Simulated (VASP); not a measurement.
Set up this calculation in VASP 6.6.1, as the native input.

```
Task                   : single point
Functional             : LDA
Potentials or basis    : VASP PAW LDA potentials, release 64 (Al)
Cutoff                 : 500 eV
k mesh                 : 8 × 8 × 8
Occupations            : gaussian, width 0.1 eV
Spin                   : no spin polarisation
Dipole correction      : no
Further INCAR settings : ALGO = Normal; EDIFF = 1e-06; NBANDS = 8
```

The structure of Al lies in POSCAR:

```
Al
1.0
    0.0000000000      2.0100000000      2.0100000000
    2.0100000000      0.0000000000      2.0100000000
    2.0100000000      2.0100000000      0.0000000000
Al
1
Direct
    0.0000000000      0.0000000000      0.0000000000
```

These files were run (other wordings do the same):

INCAR

```
SYSTEM = Al
ALGO = Normal
EDIFF = 1E-6
ENCUT = 500
GGA_COMPAT = .FALSE.
ISIF = 2
ISMEAR = 0
LASPH = .TRUE.
LCHARG = .TRUE.
LELF = .TRUE.
LREAL = .FALSE.
LVHAR = .TRUE.
LWAVE = .FALSE.
NBANDS = 8
NELM = 120
PREC = Accurate
SIGMA = 0.1
```

KPOINTS

```
k-points
0
G
  8 8 8
  0 0 0
```

Potentials or basis: VASP PAW LDA potentials, release 64 (Al).

Run with:

```sh
$ cat potpaw_LDA.64/Al/POTCAR > POTCAR
$ mpirun -np 1 vasp_std > vasp.out
```

It gave:

```yaml
Pressure: -2.0 GPa
```

Wall time 5.8 s on 1 thread of Intel Xeon 8259CL (shared host), peak memory 0.11 GiB.
